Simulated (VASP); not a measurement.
Crystal: Al.

```
Al
1.0
     2.81246    0.00000    0.00000
    -1.40623    2.43566    0.00000
     0.00000    0.00000    4.86685
Al
2
Direct
  0.66667 0.33333 0.75000
  0.33333 0.66667 0.25000
```

This isn't the form of Al at room conditions, which is fcc.

Program: VASP 6.6.1. Alike in all runs: task single point; no spin polarisation; cell as given; k mesh 7 × 7 × 4, shifted; cutoff (eV) 500; smearing fermi-dirac 0.15 eV.

Question: Order these runs on this cell by their pressure, lowest first.
A. level LDA; potentials or basis VASP PAW LDA potentials, release 64 (Al)
B. level BLYP; potentials or basis VASP PAW PBE potentials, release 64 (Al)
C. level PBEsol; potentials or basis VASP PAW PBE potentials, release 64 (Al)

Answer: A (-2.9 GPa), C (-1.3 GPa), B (3.9 GPa).

Caveats: all runs use coarse meshes; the PAW data sets were made with another functional, which shifts forces and pressure a little (at least some runs).
